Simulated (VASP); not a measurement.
Input of a VASP 6.6.1 run:

INCAR

```
  ALGO = Fast
  EDIFF = 1E-6
  ENCUT = 520
  GGA = PS
  ISIF = 2
  ISMEAR = 0
  LASPH = T
  LCHARG = T
  LELF = T
  LREAL = F
  LVHAR = T
  LWAVE = F
  NBANDS = 13
  NELM = 80
  PREC = Accurate
  SIGMA = 0.15
```

File KPOINTS:

```
k-points
0
Gamma
  22 22 22
```

POSCAR

```
Mo
1.0
   -1.4453200000      1.4453200000      1.4453200000
    1.4453200000     -1.4453200000      1.4453200000
    1.4453200000      1.4453200000     -1.4453200000
Mo
1
Direct
    0.0000000000      0.0000000000      0.0000000000
```

Potentials or basis: VASP PAW PBE potentials, release 64 (Mo_sv).

Command:

```bash
$ cat potpaw_PBE.64/Mo_sv/POTCAR > POTCAR
$ mpirun -np 1 vasp_std > vasp.out
```

Estimate the pressure.

109.8 GPa.

Predict the band gap on the k mesh.

zero (band 7 reaches 22.78 eV, above the bottom of band 8 at 15.09 eV).

Caveat: the cell differs from its parent crystal (strain -0.080 along x and y, -0.080 along z); the PAW data sets were made with another functional, which shifts forces and pressure a little.
